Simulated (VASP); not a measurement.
# SrTiO3: single point with PBE

Crystal: SrTiO3.

```
Sr Ti O
1.0
     3.93640    0.00000    0.00000
     0.00000    3.93640    0.00000
     0.00000    0.00000    3.93640
Sr Ti O
1 1 3
Direct
  0.00000 0.00000 0.00000
  0.60670 0.50000 0.50000
  0.00000 0.50000 0.50000
  0.50000 0.00000 0.50000
  0.50000 0.50000 0.00000
```

This cell differs from its parent crystal: atom 2 (Ti) moved +0.420 Å along Cartesian [1 0 0].

```
Program             : VASP 6.6.1
Task                : single point
Functional          : PBE
Potentials or basis : VASP PAW PBE potentials, release 64 (Sr_sv, Ti_sv, O)
Cutoff              : 520 eV
k mesh              : 8 × 8 × 8
Occupations         : gaussian, width 0.05 eV
Spin                : no spin polarisation
```

```json
{
 "Pressure": "15.5 GPa",
 "Largest force": "11.957 eV/Å",
 "Band gap on the k mesh": "1.90 eV, indirect (least direct gap 2.62 eV)"
}
```

Forces on the atoms (eV/Å):
```
Sr    1.245   0.000   0.000
Ti  -11.957   0.000   0.000
O     9.098   0.000   0.000
O     0.807   0.000   0.000
O     0.807   0.000   0.000
```

Stress tensor (GPa, compression positive):
```
39.80  0.00  0.00
 0.00  3.30  0.00
 0.00  0.00  3.30
```

Levels at points of the mesh, in eV from the valence-band top:
| k point | band 16 | band 17 | band 18 | band 19 | band 20 | band 21 | band 22 | band 23 | band 24 | band 25 |
| --- | --- | --- | --- | --- | --- | --- | --- | --- | --- | --- |
| (0.00, 0.00, 0.00) | -2.83 | -1.96 | -1.54 | -0.72 | -0.72 | 1.90 | 3.90 | 3.90 | 4.25 | 4.47 |
| (0.50, 0.00, 0.00) | -2.80 | -2.41 | -2.34 | -0.78 | -0.78 | 2.09 | 4.63 | 4.88 | 4.88 | 6.20 |
| (0.00, 0.50, 0.00) | -2.30 | -2.27 | -2.16 | -2.03 | -1.77 | 3.49 | 4.15 | 4.16 | 5.41 | 5.57 |
| (0.50, 0.50, 0.00) | -2.68 | -1.89 | -1.74 | -1.56 | -1.03 | 3.62 | 4.56 | 4.96 | 5.26 | 6.88 |
| (0.00, 0.50, 0.50) | -3.44 | -2.29 | -2.29 | -2.14 | -0.10 | 3.90 | 4.19 | 4.19 | 4.82 | 7.01 |
| (0.50, 0.50, 0.50) | -3.53 | -3.41 | -0.84 | -0.84 | 0.00 | 3.97 | 4.58 | 4.58 | 5.42 | 6.64 |

Run time: 2.1 min on 1 thread of Intel(R) Xeon(R) Platinum 8375C CPU @ 2.90GHz (Ice Lake), with other jobs on the host, peak memory 0.26 GiB.

Caveat: the cell differs from its parent crystal (atom 2 (Ti) moved +0.420 Å along Cartesian [1 0 0]); forces of over 1 eV/Å act on the atoms, so gaps and moduli don't describe the material at rest. A k mesh can miss the band edges.
